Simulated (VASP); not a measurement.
# Mo (Fd-3m) in VASP: single point with PBEsol+D3(BJ)

Aim: the single point of Mo with PBEsol+D3(BJ).

Program: VASP 6.6.1. These are calculated values, not measurements. Logs are shortened: lines on timing, memory, paths and dates and some standing lists are left out, and cuts for length are marked.

### Step 1. The cell of the first run

Symmetry: Fd-3m, No. 227, cubic system. Conventional cell: a = 7.555 Å, b = 7.555 Å, c = 7.555 Å, α = 90.00°, β = 90.00°, γ = 90.00°. Within 3.5 Å of Mo (site symmetry -3m) lie 6 Mo at 2.67 Å.

### Step 2. Single point, PBEsol+D3(BJ)

Input file INCAR:

```
PREC = Accurate ; ENCUT = 520
EDIFF = 1E-7 ; ISMEAR = 1
SIGMA = 0.05 ; LREAL = False
LASPH = True ; NELM = 100
ALGO = Normal ; ISIF = 2
LWAVE = False ; LCHARG = True
GGA = PS ; IVDW = 12
LELF = True ; LVHAR = True
NBANDS = 36
```

Input file KPOINTS:

```
regular mesh
0
Gamma
  5 5 5
```

Input file POSCAR:

```
Mo
1.0
    0.0000000000      3.7775000000      3.7775000000
    3.7775000000      0.0000000000      3.7775000000
    3.7775000000      3.7775000000      0.0000000000
Mo
4
Direct
    0.6250000000      0.6250000000      0.6250000000
    0.1250000000      0.6250000000      0.6250000000
    0.6250000000      0.6250000000      0.1250000000
    0.6250000000      0.1250000000      0.6250000000
```

Potentials or basis: VASP PAW PBE potentials, release 64 (Mo_sv).

Started as:

```bash
> cat potpaw_PBE.64/Mo_sv/POTCAR > POTCAR
> mpirun -np 1 vasp_std > vasp.out
```

OUTCAR:

```text
PREC = Accurate
   ENCUT = 520
   EDIFF = 1E-7
   ISMEAR = 1
   LREAL = False
   LASPH = True
   NELM = 100
   ISIF = 2
   GGA = PS
   IVDW = 12
 IVDW          = 12

 ion  position               nearest neighbor table
   1  0.625  0.625  0.625-   2 2.67   3 2.67   4 2.67   3 2.67   4 2.67   2 2.67
   2  0.125  0.625  0.625-   1 2.67   3 2.67   4 2.67   1 2.67   3 2.67   4 2.67
   3  0.625  0.625  0.125-   1 2.67   1 2.67   2 2.67   4 2.67   4 2.67   2 2.67
   4  0.625  0.125  0.625-   1 2.67   3 2.67   1 2.67   2 2.67   3 2.67   2 2.67

  LATTYP: Found a face centered cubic cell.
 ALAT       =     7.5550000000

  Lattice vectors:

 A1 = (   0.0000000000,   3.7775000000,   3.7775000000)
 A2 = (   3.7775000000,   0.0000000000,   3.7775000000)
 A3 = (   3.7775000000,   3.7775000000,   0.0000000000)

Analysis of symmetry for initial positions (statically):
=====================================================================
 Subroutine PRICEL returns:
 Original cell was already a primitive cell.

 Routine SETGRP: Setting up the symmetry group for a
 face centered cubic supercell.

 Subroutine GETGRP returns: Found 48 space group operations
 (whereof 24 operations were pure point group operations)
 out of a pool of 48 trial point group operations.

The static configuration has the point symmetry T_d .
 The point group associated with its full space group is O_h .

Analysis of symmetry for dynamics (positions and initial velocities):
=====================================================================
 Subroutine PRICEL returns:
 Original cell was already a primitive cell.

 Routine SETGRP: Setting up the symmetry group for a
 face centered cubic supercell.

 Subroutine GETGRP returns: Found 48 space group operations
 (whereof 24 operations were pure point group operations)
 out of a pool of 48 trial point group operations.

The dynamic configuration has the point symmetry T_d .
 The point group associated with its full space group is O_h .

 Subroutine INISYM returns: Found 48 space group operations
 (whereof 24 operations are pure point group operations),
 and found     1 'primitive' translations

----------------------------------------------------------------------------------------

                                     Primitive cell

  volume of cell :     107.8061

  direct lattice vectors                    reciprocal lattice vectors
     0.000000000  3.777500000  3.777500000    -0.132362674  0.132362674  0.132362674
     3.777500000  0.000000000  3.777500000     0.132362674 -0.132362674  0.132362674
     3.777500000  3.777500000  0.000000000     0.132362674  0.132362674 -0.132362674

  length of vectors
     5.342191732  5.342191732  5.342191732     0.229258876  0.229258876  0.229258876

  position of ions in fractional coordinates (direct lattice)
     0.625000000  0.625000000  0.625000000
     0.125000000  0.625000000  0.625000000
     0.625000000  0.625000000  0.125000000
     0.625000000  0.125000000  0.625000000

  ion indices of the primitive-cell ions
   primitive index   ion index
                 1           1
                 2           2
                 3           3
                 4           4

----------------------------------------------------------------------------------------

 KPOINTS: regular mesh

Automatic generation of k-mesh.
 Grid dimensions read from file:
 generate k-points for:    5    5    5

 Generating k-lattice:

  Cartesian coordinates                     Fractional coordinates (reciprocal lattice)
    -0.026472535  0.026472535  0.026472535     0.200000000  0.000000000  0.000000000
     0.026472535 -0.026472535  0.026472535     0.000000000  0.200000000  0.000000000
     0.026472535  0.026472535 -0.026472535     0.000000000  0.000000000  0.200000000

  Length of vectors
     0.045851775  0.045851775  0.045851775

  Shift w.r.t. Gamma in fractional coordinates (k-lattice)
     0.000000000  0.000000000  0.000000000

 Subroutine IBZKPT returns following result:
 ===========================================

 Found     10 irreducible k-points:

 Following reciprocal coordinates:
            Coordinates               Weight
  0.000000  0.000000  0.000000      1.000000
  0.200000  0.000000  0.000000      8.000000
  0.400000  0.000000  0.000000      8.000000
  0.200000  0.200000  0.000000      6.000000
  0.400000  0.200000  0.000000     24.000000
 -0.400000  0.200000  0.000000     24.000000
 -0.200000  0.200000  0.000000     12.000000
  0.400000  0.400000  0.000000      6.000000
 -0.400000  0.400000  0.000000     12.000000
 -0.400000  0.400000  0.200000     24.000000
   k-points           NKPTS =     10   k-points in BZ     NKDIM =     10   number of bands    NBANDS=     36
   number of dos      NEDOS =    301   number of ions     NIONS =      4
   total plane-waves  NPLWV =  64000
   dimension x,y,z NGX =    40 NGY =   40 NGZ =   40
   dimension x,y,z NGXF=    80 NGYF=   80 NGZF=   80
   ions per type =               4
   NGX,Y,Z   is equivalent  to a cutoff of  12.45, 12.45, 12.45 a.u.
   NGXF,Y,Z  is equivalent  to a cutoff of  24.90, 24.90, 24.90 a.u.
 SYSTEM =  unknown system
   PREC   = accura    normal or accurate (medium, high low for compatibility)
   ISTART =      0    job   : 0-new  1-cont  2-samecut
   ICHARG =      2    charge: 1-file 2-atom 10-const
   ISPIN  =      1    spin polarized calculation?
   LNONCOLLINEAR =      F non collinear calculations
   LSORBIT =      F    spin-orbit coupling
   LASPH  =      T    aspherical Exc in radial PAW
   ENCUT  =  520.0 eV  38.22 Ry    6.18 a.u.   9.93  9.93  9.93*2*pi/ulx,y,z
   NELM   =    100;   NELMIN=  2; NELMDL= -5     # of ELM steps
   EDIFF  = 0.1E-06   stopping-criterion for ELM
   LREAL  =      F    real-space projection
   EDIFFG = 0.1E-05   stopping-criterion for IOM
   NSW    =      0    number of steps for IOM
   IBRION =     -1    ionic relax: 0-MD 1-quasi-New 2-CG
   NFREE  =      0    steps in history (QN), initial steepest desc. (CG)
   ISIF   =      2    stress and relaxation
   ISYM   =      2    0-nonsym 1-usesym 2-fastsym
   POTIM  = 0.5000    time-step for ionic-motion
   TEBEG  =    0.0;   TEEND  =   0.0 temperature during run
   PSTRESS=    0.0 pullay stress
   NELECT =      56.0000    total number of electrons
   NUPDOWN=      -1.0000    fix difference up-down
   EMIN   =  10.00;   EMAX   =-10.00  energy-range for DOS
   EFERMI =   0.00;   METHOD = LEGACY
   ISMEAR =     1;   SIGMA  =   0.05  broadening in eV -4-tet -1-fermi 0-gaus
   EFERMI_NEDOS =   21; number of points for ismear=-14 and -15
   IALGO  =     38    algorithm
   IMIX   =      4    mixing-type and parameters
     AMIX     =   0.40;   BMIX     =  1.00
     AMIX_MAG =   1.60;   BMIX_MAG =  1.00
  volume/ion in A,a.u.               =      26.95       181.88
  Fermi-wavevector in a.u.,A,eV,Ry     =   1.316001  2.486882 23.563383  1.731860
  Thomas-Fermi vector in A             =   2.446144
   LORBIT       =      0    0 simple, 1 ext, 2 COOP (PROOUT), +10 PAW based schemes
   GGA     = PS    functional components
   LHFCALC =     F    Hartree Fock is set to
   AEXX    =    0.0000 exact exchange contribution
   IVDW    =    12    specifies the selected vdW correction
   LEPSILON=     F    determine dielectric tensor
   LRPA    =     F    only Hartree local field effects (RPA)
 non-spin polarized calculation
 Methfessel and Paxton  Order N= 1 SIGMA  =   0.05
  energy-cutoff  :      520.00
  volume of cell :      107.81
 maximum number of plane-waves:      2924
   NGX = 19   NGY = 19   NGZ = 19

 number of electron      55.9999990 magnetization

 Free energy of the ion-electron system (eV)
  ---------------------------------------------------
  ext. energy  EPLUGINS =         0.00000000
  ---------------------------------------------------
  free energy    TOTEN  =       -37.68963780 eV

  energy without entropy =      -37.68704491  energy(sigma->0) =      -37.68877351

 E-fermi :   5.0965     XC(G=0): -10.1481

 val. band max:        4.9782764451   @ k =   0.4000   0.0000   0.0000
 cond. band min:       5.1058481246   @ k =  -0.4000   0.4000   0.0000
 fundamental gap:      0.1275716795
 Fermi energy:         5.0964676484

 k-point     1 :       0.0000    0.0000    0.0000
  band No.  band energies     occupation
      1     -55.7651      2.00000
      2     -55.4769      2.00000
      3     -55.4769      2.00000
      4     -55.4769      2.00000
      5     -30.9219      2.00000
      6     -30.1343      2.00000
[... 28 lines left out ...]
     35       9.0406      0.00000
     36       9.1229      0.00000

 k-point     2 :       0.2000    0.0000    0.0000
  band No.  band energies     occupation
      1     -55.7455      2.00000
      2     -55.4975      2.00000
      3     -55.4769      2.00000
      4     -55.4769      2.00000
      5     -30.8220      2.00000
      6     -30.1021      2.00000
[... 28 lines left out ...]
     35       7.6543      0.00000
     36       8.3723      0.00000

 k-point     3 :       0.4000    0.0000    0.0000
  band No.  band energies     occupation
      1     -55.7040      2.00000
      2     -55.5409      2.00000
      3     -55.4770      2.00000
      4     -55.4770      2.00000
      5     -30.6431      2.00000
      6     -30.0336      2.00000
[... 28 lines left out ...]
     35       7.1827      0.00000
     36       7.4358      0.00000
[... 196 lines left out ...]
 k-point     9 :      -0.4000    0.4000    0.0000
  band No.  band energies     occupation
      1     -55.6367      2.00000
      2     -55.6092      2.00000
      3     -55.4773      2.00000
      4     -55.4772      2.00000
      5     -30.3351      2.00000
      6     -30.1943      2.00000
[... 28 lines left out ...]
     35       6.9448      0.00000
     36       7.0178      0.00000

 k-point    10 :      -0.4000    0.4000    0.2000
  band No.  band energies     occupation
      1     -55.6589      2.00000
      2     -55.5869      2.00000
      3     -55.4773      2.00000
      4     -55.4772      2.00000
      5     -30.4094      2.00000
      6     -30.1362      2.00000
[... 28 lines left out ...]
     35       6.8007      0.00000
     36       7.0501      0.00000

------------------------ aborting loop because EDIFF is reached ----------------------------------------

 Edisp (eV)   -2.43168

 E8    (eV) :    -1.6961

  FORCE on cell =-STRESS in cart. coord.  units (eV):
  Direction    XX          YY          ZZ          XY          YZ          ZX
  --------------------------------------------------------------------------------------
  -------------------------------------------------------------------------------------
  Total     -11.60423   -11.60423   -11.60423    -0.00000     0.00000     0.00000
  in kB    -172.45802  -172.45802  -172.45802    -0.00000     0.00000     0.00000
  external pressure =     -172.46 kB  Pullay stress =        0.00 kB

 VOLUME and BASIS-vectors are now :
 -----------------------------------------------------------------------------
  energy-cutoff  :      520.00
  volume of cell :      107.81
      direct lattice vectors                 reciprocal lattice vectors
     0.000000000  3.777500000  3.777500000    -0.132362674  0.132362674  0.132362674
     3.777500000  0.000000000  3.777500000     0.132362674 -0.132362674  0.132362674
     3.777500000  3.777500000  0.000000000     0.132362674  0.132362674 -0.132362674

 POSITION                                       TOTAL-FORCE (eV/Angst)
 -----------------------------------------------------------------------------------
      4.72187      4.72187      4.72187         0.000000     -0.000000      0.000000
      4.72187      2.83312      2.83312         0.000000      0.000000      0.000000
      2.83312      2.83312      4.72187        -0.000000      0.000000     -0.000000
      2.83312      4.72187      2.83312         0.000000      0.000000     -0.000000
 -----------------------------------------------------------------------------------
    total drift:                                0.000000      0.000000      0.000000

  FREE ENERGIE OF THE ION-ELECTRON SYSTEM (eV)
  ---------------------------------------------------
  free  energy   TOTEN  =       -40.1213134980 eV

  energy  without entropy=      -40.1187206051  energy(sigma->0) =      -40.12044920
```

Run time: 88 s. Hardware: 1 thread of AMD EPYC 7R13, shared host; peak memory 0.21 GiB.

Results:

| Item | Value |
| --- | --- |
| Free energy | -40.1213 eV |
| Pressure | -17.2 GPa |
| Band gap on the k mesh | zero (band 28 reaches 7.03 eV, above the bottom of band 29 at 4.71 eV) |
| Dispersion energy per atom | -0.608 eV |

Caveat: three body term missing; the PAW data sets were made with another functional, which shifts forces and pressure a little; pairwise dispersion overbinds metals, which lowers pressure and volume.
